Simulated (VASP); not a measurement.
Here is a VASP 6.6.1 calculation.

INCAR

```
ALGO     = Normal         # electronic algorithm
EDIFF    = 1E-6           # SCF threshold, eV
ENCUT    = 520            # plane-wave cutoff, eV
GGA      = PE             # functional
ISIF     = 2              # what is computed and relaxed
ISMEAR   = 0              # smearing method
LASPH    = True           # aspherical terms in the spheres
LCHARG   = False          # write CHGCAR
LREAL    = False          # projectors in reciprocal space
LWAVE    = False          # write WAVECAR
NBANDS   = 12             # bands
NELM     = 100            # most SCF steps
PREC     = Accurate       # precision mode
SIGMA    = 0.0482         # smearing width, eV
```

The input KPOINTS:

```
k-points
0
Gamma
  13 13 13
```

Contents of POSCAR:

```
Ag
1.0
    2.7253710000      0.0000000000      0.0000000000
    0.9088500000      2.5693670000      0.0000000000
    0.9088500000      0.6425530000      2.4877240000
Ag
1
Direct
    0.0000000000      0.0000000000      0.0000000000
```

Potentials or basis: VASP PAW PBE potentials, release 64 (Ag).

Command:

```bash
$ cat potpaw_PBE.64/Ag/POTCAR > POTCAR
$ mpirun -np 1 vasp_std > vasp.out
```

Q: Predict the pressure.

A: 7.2 GPa.

Stress tensor (GPa, compression positive):
```
10.36  5.57  4.32
 5.57  6.42  3.05
 4.32  3.05  4.84
```
